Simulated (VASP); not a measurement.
Set up this calculation in VASP 6.6.1, as the native input.

| Property | Result |
| --- | --- |
| Task | single point |
| Functional | r2SCAN |
| Potentials or basis | VASP PAW PBE potentials, release 64 (Al) |
| Cutoff | 520 eV |
| k mesh | 18 × 18 × 18 |
| Occupations | gaussian, width 0.1 eV |
| Spin | no spin polarisation |
| Dipole correction | no |
| Further INCAR settings | ALGO = Normal; EDIFF = 1e-06; NBANDS = 8 |

Crystal: Al.

```
CELL_PARAMETERS angstrom
0.00000 2.02073 2.02073
2.02073 0.00000 2.02073
2.02073 2.02073 0.00000
ATOMIC_POSITIONS crystal
Al 0.00000 0.00000 0.00000
```

One way to write it, as run:

POSCAR

```
Al
1.0
    0.0000000000      2.0207284184      2.0207284184
    2.0207284184      0.0000000000      2.0207284184
    2.0207284184      2.0207284184      0.0000000000
Al
1
Direct
    0.0000000000      0.0000000000      0.0000000000
```

INCAR.step1

```
SYSTEM = Al
  PREC = Accurate
  ENCUT = 520
  ISMEAR = 0
  SIGMA = 0.1
  LREAL = .False.
  LASPH = .True.
  NELM = 100
  NBANDS = 8
  GGA = PE
  ALGO = Normal
  EDIFF = 1E-4
  LWAVE = .True.
  LCHARG = .False.
```

INCAR.step2

```
SYSTEM = Al
  PREC = Accurate
  ENCUT = 520
  EDIFF = 1E-6
  ISMEAR = 0
  SIGMA = 0.1
  LREAL = .False.
  LASPH = .True.
  NELM = 100
  ALGO = Normal
  ISIF = 2
  LWAVE = .False.
  LCHARG = .False.
  METAGGA = R2SCAN
  LMIXTAU = .True.
  NBANDS = 8
  ISTART = 1
```

KPOINTS

```
Automatic mesh
0
Gamma
  18 18 18
  0 0 0
```

Potentials or basis: VASP PAW PBE potentials, release 64 (Al).

Run with:

```bash
$ cat potpaw_PBE.64/Al/POTCAR > POTCAR
$ cp INCAR.step1 INCAR
$ mpirun -np 1 vasp_std > vasp.out
$ cp INCAR.step2 INCAR
$ mpirun -np 1 vasp_std > vasp.out
```

It gave:

```json
{
  "Pressure": "-3.4 GPa"
}
```

Caveat: the PAW data sets were made with another functional, which shifts forces and pressure a little.

Wall time 27 s on 1 thread of Intel(R) Xeon(R) 6975P-C (Granite Rapids), with other jobs on the host, peak memory 0.15 GiB.
